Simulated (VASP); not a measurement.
# Si16C15 (a cell with a defect) in VASP: a series of runs

Runs on Si16C15 (a cell with a defect). Level: PBE. Tasks: relaxation of the atoms.

All numbers are computed with VASP 6.6.1; they aren't measurements. Logs are shortened: lines on timing, memory, paths and dates and some standing lists are left out, and cuts for length are marked.

## Step 1: The cell of the first run

The cell holds a defect, 31 atoms: a = 6.188 Å, b = 6.188 Å, c = 10.129 Å, α = 90.00°, β = 90.00°, γ = 120.00°.

## Step 2: Relaxation of the atoms, PBE

The input, INCAR:

```
SYSTEM = Si16C15
ALGO     = Normal         ! electronic algorithm
EDIFF    = 1E-7           ! SCF threshold, eV
EDIFFG   = -0.03          ! ionic threshold
ENCUT    = 520            ! plane-wave cutoff, eV
GGA      = PE             ! functional
GGA_COMPAT= .False.      
IBRION   = 2              ! ionic algorithm
ISIF     = 2              ! what is computed and relaxed
ISMEAR   = -1             ! smearing method
LASPH    = .True.         ! aspherical terms in the spheres
LCHARG   = .False.        ! write CHGCAR
LREAL    = Auto         
LWAVE    = .False.        ! write WAVECAR
NELM     = 120            ! most SCF steps
NELMIN   = 4            
NSW      = 100            ! ionic steps
PREC     = Accurate       ! precision mode
SIGMA    = 0.01           ! smearing width, eV
```

The input, KPOINTS:

```
Automatic mesh
0
Gamma
  1 1 1
  0.25 0.25 0.25
```

The input, POSCAR:

```
Si16C15
1.0
    6.1879230300      0.0000000600      0.0000000000
   -3.0939615600      5.3588985100      0.0000000000
    0.0000000000      0.0000000000     10.1287833600
Si C
16 15
Direct
    0.3333333300      0.1666666700      0.9378448600
    0.1666666700      0.3333333300      0.4378448600
    0.0000000000      0.0000000000      0.6879001300
    0.0000000000      0.0000000000      0.1879001300
    0.3333333300      0.6666666700      0.9378448600
    0.1666666700      0.8333333300      0.4378448600
    0.0000000000      0.5000000000      0.6879001300
    0.0000000000      0.5000000000      0.1879001300
    0.8333333300      0.1666666700      0.9378448600
    0.6666666700      0.3333333300      0.4378448600
    0.5000000000      0.0000000000      0.6879001300
    0.5000000000      0.0000000000      0.1879001300
    0.8333333300      0.6666666700      0.9378448600
    0.6666666700      0.8333333300      0.4378448600
    0.5000000000      0.5000000000      0.6879001300
    0.5000000000      0.5000000000      0.1879001300
    0.3333333300      0.1666666700      0.7498071200
    0.1666666700      0.3333333300      0.2498071200
    0.0000000000      0.0000000000      0.5004468900
    0.0000000000      0.0000000000      0.0004468900
    0.3333333300      0.6666666700      0.7498071200
    0.1666666700      0.8333333300      0.2498071200
    0.0000000000      0.5000000000      0.5004468900
    0.0000000000      0.5000000000      0.0004468900
    0.8333333300      0.1666666700      0.7498071200
    0.6666666700      0.3333333300      0.2498071200
    0.5000000000      0.0000000000      0.5004468900
    0.5000000000      0.0000000000      0.0004468900
    0.8333333300      0.6666666700      0.7498071200
    0.6666666700      0.8333333300      0.2498071200
    0.5000000000      0.5000000000      0.0004468900
```

Potentials or basis: VASP PAW PBE potentials, release 64 (Si, C).

Run with:

```sh
$ cat potpaw_PBE.64/Si/POTCAR potpaw_PBE.64/C/POTCAR > POTCAR
$ mpirun -np 1 vasp_std > vasp.out
```

OUTCAR:

```text
SYSTEM = Si16C15
   EDIFF = 1E-7
   EDIFFG = -0.03
   ENCUT = 520
   GGA = PE
   IBRION = 2
   ISIF = 2
   ISMEAR = -1
   LASPH = .True.
   LREAL = Auto
   NELM = 120
   NELMIN = 4
   NSW = 100
   PREC = Accurate

 ion  position               nearest neighbor table
   1  0.333  0.167  0.938-  31 1.90  20 1.90  28 1.90  17 1.90   5 3.09   5 3.09   9 3.09   9 3.09
                            13 3.09  13 3.09  15 3.10   3 3.10  11 3.10  16 3.10   4 3.10  12 3.10
   2  0.167  0.333  0.438-  19 1.90  23 1.90  18 1.90   6 3.09   6 3.09  10 3.09  10 3.09  14 3.09
                            14 3.09   4 3.10  16 3.10   8 3.10   3 3.10  15 3.10   7 3.10
   3  0.000  0.000  0.688-  29 1.89  17 1.89  25 1.89  19 1.90   7 3.09   7 3.09  11 3.09  11 3.09
                            15 3.09  15 3.09  13 3.10   1 3.10   9 3.10   2 3.10  14 3.10   6 3.10
   4  0.000  0.000  0.188-  18 1.89  30 1.89  22 1.89  20 1.90   8 3.09   8 3.09  12 3.09  12 3.09
                            16 3.09  16 3.09   2 3.10  14 3.10   6 3.10  13 3.10   1 3.10   9 3.10
   5  0.333  0.667  0.938-  28 1.90  24 1.90  31 1.90  21 1.90   1 3.09   1 3.09  13 3.09  13 3.09
                             9 3.09   9 3.09  11 3.10   7 3.10  15 3.10  12 3.10   8 3.10  16 3.10
   6  0.167  0.833  0.438-  23 1.90  27 1.90  19 1.90  22 1.90   2 3.09   2 3.09  14 3.09  14 3.09
                            10 3.09  10 3.09   8 3.10  12 3.10   4 3.10   7 3.10  11 3.10   3 3.10
   7  0.000  0.500  0.688-  25 1.89  21 1.89  29 1.89  23 1.90   3 3.09   3 3.09  15 3.09  15 3.09
                            11 3.09  11 3.09   9 3.10   5 3.10  13 3.10   6 3.10  10 3.10   2 3.10
   8  0.000  0.500  0.188-  22 1.89  26 1.89  18 1.89  24 1.90   4 3.09   4 3.09  16 3.09  16 3.09
                            12 3.09  12 3.09   6 3.10  10 3.10   2 3.10   9 3.10   5 3.10  13 3.10
   9  0.833  0.167  0.938-  24 1.90  28 1.90  20 1.90  25 1.90  13 3.09  13 3.09   1 3.09   1 3.09
[... 16 lines left out ...]
  18  0.167  0.333  0.250-   4 1.89  16 1.89   8 1.89   2 1.90
  19  0.000  0.000  0.500-   2 1.90  14 1.90   6 1.90   3 1.90
  20  0.000  0.000  0.000-  13 1.90   1 1.90   9 1.90   4 1.90
  21  0.333  0.667  0.750-  11 1.89   7 1.89  15 1.89   5 1.90
  22  0.167  0.833  0.250-   8 1.89  12 1.89   4 1.89   6 1.90
  23  0.000  0.500  0.500-   6 1.90  10 1.90   2 1.90   7 1.90
  24  0.000  0.500  0.000-   9 1.90   5 1.90  13 1.90   8 1.90
  25  0.833  0.167  0.750-   7 1.89  11 1.89   3 1.89   9 1.90
  26  0.667  0.333  0.250-  12 1.89   8 1.89  16 1.89  10 1.90
  27  0.500  0.000  0.500-  10 1.90   6 1.90  14 1.90  11 1.90
  28  0.500  0.000  0.000-   5 1.90   9 1.90   1 1.90  12 1.90
  29  0.833  0.667  0.750-   3 1.89  15 1.89   7 1.89  13 1.90
  30  0.667  0.833  0.250-  16 1.89   4 1.89  12 1.89  14 1.90
  31  0.500  0.500  0.000-   1 1.90  13 1.90   5 1.90  16 1.90

  LATTYP: Found a hexagonal cell.
 ALAT       =     6.1879230300
 C/A-ratio  =     1.6368631786

  Lattice vectors:

 A1 = (   6.1879230300,   0.0000000600,   0.0000000000)
 A2 = (  -3.0939615600,   5.3588985100,   0.0000000000)
 A3 = (   0.0000000000,   0.0000000000,  10.1287833600)

Analysis of symmetry for initial positions (statically):
=====================================================================
 Subroutine PRICEL returns:
 Original cell was already a primitive cell.

 Routine SETGRP: Setting up the symmetry group for a
 hexagonal supercell.

 Subroutine GETGRP returns: Found  6 space group operations
 (whereof  2 operations were pure point group operations)
 out of a pool of 24 trial point group operations.

The static configuration has the point symmetry C_1h.
 The point group associated with its full space group is C_3v.

Analysis of symmetry for dynamics (positions and initial velocities):
=====================================================================
 Subroutine PRICEL returns:
 Original cell was already a primitive cell.

 Routine SETGRP: Setting up the symmetry group for a
 hexagonal supercell.

 Subroutine GETGRP returns: Found  6 space group operations
 (whereof  2 operations were pure point group operations)
 out of a pool of 24 trial point group operations.

The dynamic configuration has the point symmetry C_1h.
 The point group associated with its full space group is C_3v.

 Subroutine INISYM returns: Found  6 space group operations
 (whereof  2 operations are pure point group operations),
 and found     1 'primitive' translations

----------------------------------------------------------------------------------------

                                     Primitive cell

  volume of cell :     335.8750

  direct lattice vectors                    reciprocal lattice vectors
     6.187923030  0.000000060  0.000000000     0.161605112  0.093302757  0.000000000
[... 87 lines left out ...]

  Length of vectors
     0.186605511  0.186605511  0.098728541

  Shift w.r.t. Gamma in fractional coordinates (k-lattice)
     0.250000000  0.250000000  0.250000000

 Subroutine IBZKPT returns following result:
 ===========================================

 Found      1 irreducible k-points:

 Following reciprocal coordinates:
            Coordinates               Weight
  0.250000  0.250000  0.250000     12.000000
   k-points           NKPTS =      1   k-points in BZ     NKDIM =      1   number of bands    NBANDS=     78
   number of dos      NEDOS =    301   number of ions     NIONS =     31
   total plane-waves  NPLWV = 184320
   dimension x,y,z NGX =    48 NGY =   48 NGZ =   80
   dimension x,y,z NGXF=    96 NGYF=   96 NGZF=  160
   ions per type =              16  15
   NGX,Y,Z   is equivalent  to a cutoff of  12.90, 12.90, 13.13 a.u.
   NGXF,Y,Z  is equivalent  to a cutoff of  25.79, 25.79, 26.26 a.u.
 SYSTEM =  Si16C15
   PREC   = accura    normal or accurate (medium, high low for compatibility)
   ISTART =      0    job   : 0-new  1-cont  2-samecut
   ICHARG =      2    charge: 1-file 2-atom 10-const
   ISPIN  =      1    spin polarized calculation?
   LNONCOLLINEAR =      F non collinear calculations
   LSORBIT =      F    spin-orbit coupling
   LASPH  =      T    aspherical Exc in radial PAW
   ENCUT  =  520.0 eV  38.22 Ry    6.18 a.u.  11.51 11.51 18.83*2*pi/ulx,y,z
   NELM   =    120;   NELMIN=  4; NELMDL= -5     # of ELM steps
   EDIFF  = 0.1E-06   stopping-criterion for ELM
   LREAL  =      T    real-space projection
   EDIFFG = -.3E-01   stopping-criterion for IOM
   NSW    =    100    number of steps for IOM
   IBRION =      2    ionic relax: 0-MD 1-quasi-New 2-CG
   NFREE  =      1    steps in history (QN), initial steepest desc. (CG)
   ISIF   =      2    stress and relaxation
   ISYM   =      2    0-nonsym 1-usesym 2-fastsym
   POTIM  = 0.5000    time-step for ionic-motion
   TEBEG  =    0.0;   TEEND  =   0.0 temperature during run
   PSTRESS=    0.0 pullay stress
   NELECT =     124.0000    total number of electrons
   NUPDOWN=      -1.0000    fix difference up-down
   EMIN   =  10.00;   EMAX   =-10.00  energy-range for DOS
   EFERMI =   0.00;   METHOD = LEGACY
   ISMEAR =    -1;   SIGMA  =   0.01  broadening in eV -4-tet -1-fermi 0-gaus
   EFERMI_NEDOS =   21; number of points for ismear=-14 and -15
   IALGO  =     38    algorithm
   IMIX   =      4    mixing-type and parameters
     AMIX     =   0.40;   BMIX     =  1.00
     AMIX_MAG =   1.60;   BMIX_MAG =  1.00
  volume/ion in A,a.u.               =      10.83        73.12
  Fermi-wavevector in a.u.,A,eV,Ry     =   1.174418  2.219329 18.765950  1.379258
  Thomas-Fermi vector in A             =   2.310816
   LORBIT       =      0    0 simple, 1 ext, 2 COOP (PROOUT), +10 PAW based schemes
   GGA     = PE    functional components
   LHFCALC =     F    Hartree Fock is set to
   AEXX    =    0.0000 exact exchange contribution
   IVDW    =     0    specifies the selected vdW correction
   LEPSILON=     F    determine dielectric tensor
   LRPA    =     F    only Hartree local field effects (RPA)
 conjugate gradient relaxation of ions
 non-spin polarized calculation
  energy-cutoff  :      520.00
  volume of cell :      335.88
 maximum number of plane-waves:      9024
 NGX is ok and might be reduce to    48
   NGX = 23   NGY = 23   NGZ = 37

--------------------------------------- Ionic step        1  -------------------------------------------

 number of electron     124.0000005 magnetization

 Free energy of the ion-electron system (eV)
  ---------------------------------------------------
  ext. energy  EPLUGINS =         0.00000000
  ---------------------------------------------------
  free energy    TOTEN  =      -232.83974548 eV

  energy without entropy =     -232.83974548  energy(sigma->0) =     -232.83974548

------------------------ aborting loop because EDIFF is reached ----------------------------------------

  FORCE on cell =-STRESS in cart. coord.  units (eV):
  Direction    XX          YY          ZZ          XY          YZ          ZX
  --------------------------------------------------------------------------------------
  -------------------------------------------------------------------------------------
  Total       -2.9323091     -2.9323091     -1.9230331     -0.0000000      0.0000000      0.0000000
  in kB      -13.9875810    -13.9875810     -9.1731740     -0.0000000      0.0000000      0.0000000
  external PRESSURE =     -12.3827787 kB  Pullay stress =       0.0000000 kB
[... 176 lines left out ...]
  FREE ENERGIE OF THE ION-ELECTRON SYSTEM (eV)
  ---------------------------------------------------
  free  energy   TOTEN  =      -232.9294372209 eV

  energy  without entropy=     -232.9294372209  energy(sigma->0) =     -232.92943722

[... ionic steps 4 to 9 ...]

--------------------------------------- Ionic step       10  -------------------------------------------

 number of electron     124.0000003 magnetization

------------------------ aborting loop because EDIFF is reached ----------------------------------------
[... 125 lines left out ...]
--------------------------------------- Ionic step       12  -------------------------------------------

 number of electron     124.0000003 magnetization

 Free energy of the ion-electron system (eV)
  ---------------------------------------------------
  ext. energy  EPLUGINS =         0.00000000
  ---------------------------------------------------
  free energy    TOTEN  =      -233.04979322 eV

  energy without entropy =     -233.04979322  energy(sigma->0) =     -233.04979322

 E-fermi :   8.9847     XC(G=0): -11.2217

 val. band max:        8.7232500766   @ k =   0.2500   0.2500   0.2500
 cond. band min:       9.7844582865   @ k =   0.2500   0.2500   0.2500
 fundamental gap:      1.0612082100
 Fermi energy:         8.9846702742

 k-point     1 :       0.2500    0.2500    0.2500
  band No.  band energies     occupation
      1      -6.6345      2.00000
      2      -6.0730      2.00000
      3      -5.7204      2.00000
      4      -5.5254      2.00000
      5      -5.1626      2.00000
      6      -5.0368      2.00000
[... 66 lines left out ...]
     73      13.2417      0.00000
     74      13.3088      0.00000
 [bands above 74 left out]

------------------------ aborting loop because EDIFF is reached ----------------------------------------

  FORCE on cell =-STRESS in cart. coord.  units (eV):
  Direction    XX          YY          ZZ          XY          YZ          ZX
  --------------------------------------------------------------------------------------
  -------------------------------------------------------------------------------------
  Total       -2.7364968     -2.7364968     -6.8605057     -0.0000000      0.0000000      0.0000000
  in kB      -13.0535250    -13.0535250    -32.7257037     -0.0000000      0.0000000      0.0000000
  external PRESSURE =     -19.6109179 kB  Pullay stress =       0.0000000 kB
[... 46 lines left out ...]
  FREE ENERGIE OF THE ION-ELECTRON SYSTEM (eV)
  ---------------------------------------------------
  free  energy   TOTEN  =      -233.0497932178 eV

  energy  without entropy=     -233.0497932178  energy(sigma->0) =     -233.04979322

 reached required accuracy - stopping structural energy minimisation
```

It took 15 min on 1 thread of Oxide Virtual Turin-like, shared host; peak memory 0.43 GiB.

What came out:

```
Free energy                  : -233.0498 eV
Energy gained by relaxing    : 6.8 meV/atom
Ionic steps                  : 12
Pressure after relaxing      : -2.0 GPa
Largest force after relaxing : 0.021 eV/Å
Band gap on the k mesh       : 1.06 eV
```

Forces on the atoms (eV/Å):
```
Si   0.000 -0.002  0.001
Si  -0.012 -0.007 -0.010
Si  -0.006  0.004 -0.017
Si   0.002 -0.001  0.001
Si  -0.002  0.001  0.001
Si   0.000  0.000 -0.010
Si   0.000 -0.007 -0.017
Si   0.000  0.003  0.001
Si   0.000  0.000  0.020
Si   0.012 -0.007 -0.010
Si   0.006  0.004 -0.017
Si  -0.002 -0.001  0.001
Si   0.002  0.001  0.001
Si   0.000  0.014 -0.010
Si   0.000  0.000  0.014
Si   0.000  0.000 -0.004
C    0.000  0.014  0.006
C   -0.009 -0.005  0.006
C   -0.005  0.003  0.016
C    0.004 -0.002 -0.006
C    0.012 -0.007  0.006
C    0.000  0.000  0.010
C    0.000 -0.005  0.016
C    0.000  0.004 -0.006
C    0.000  0.000 -0.001
C    0.009 -0.005  0.006
C    0.005  0.003  0.016
C   -0.004 -0.002 -0.006
C   -0.012 -0.007  0.006
C    0.000  0.010  0.006
C    0.000  0.000 -0.021
```

Step by step:
```csv
step,energy change (eV),largest force (eV/Å),pressure (GPa)
1,0.0000,1.0473,-1.24
2,-0.0884,0.6242,-1.38
3,-0.0897,0.6717,-1.37
4,-0.1586,0.5168,-1.58
5,-0.1708,0.4092,-1.69
6,-0.1976,0.2691,-1.95
7,-0.2016,0.1290,-1.89
8,-0.2078,0.0820,-1.96
9,-0.2080,0.0969,-1.98
10,-0.2096,0.0400,-1.98
11,-0.2097,0.0372,-1.98
12,-0.2100,0.0206,-1.96
```

Final structure:
```xyz
31
Lattice="6.1879 0.0000 0.0000 -3.0940 5.3589 0.0000 0.0000 0.0000 10.1288" Properties=species:S:1:pos:R:3 pbc="T T T"
Si    1.5470    0.9092    9.4743
Si   -0.0342    1.7666    4.4831
Si   -3.0914    5.3574    6.9693
Si   -3.0931    5.3584    1.9093
Si    0.0139    3.5646    9.4743
Si   -1.5470    4.4657    4.4433
Si   -1.5470    2.6824    6.9693
Si   -1.5470    2.6804    1.9093
Si    4.6409    0.8931    9.4929
Si    3.1281    1.7666    4.4831
Si   -0.0025    5.3574    6.9693
Si   -0.0008    5.3584    1.9093
Si    3.0801    3.5646    9.4743
Si    1.5470    4.5052    4.4831
Si    1.5470    2.6794    6.7555
Si    1.5470    2.6794    1.9182
C     1.5470    0.9147    7.5596
C     0.0036    1.7884    2.5650
C    -3.0813    5.3516    5.0965
C    -3.0907    5.3570    0.0002
C     0.0186    3.5618    7.5596
C    -1.5470    4.4657    2.5463
C    -1.5470    2.6940    5.0965
C    -1.5470    2.6833    0.0002
C     4.6409    0.8931    7.5964
C     3.0903    1.7884    2.5650
C    -0.0126    5.3516    5.0965
C    -0.0033    5.3570    0.0002
C     3.0753    3.5618    7.5596
C     1.5470    4.4616    2.5650
C     1.5470    2.6794    0.0192
```

Caveat: the k points lie up to 1.17 Å⁻¹ apart, too coarse for converged energies, forces and pressures.

(Part 1 of 2 ends here.)
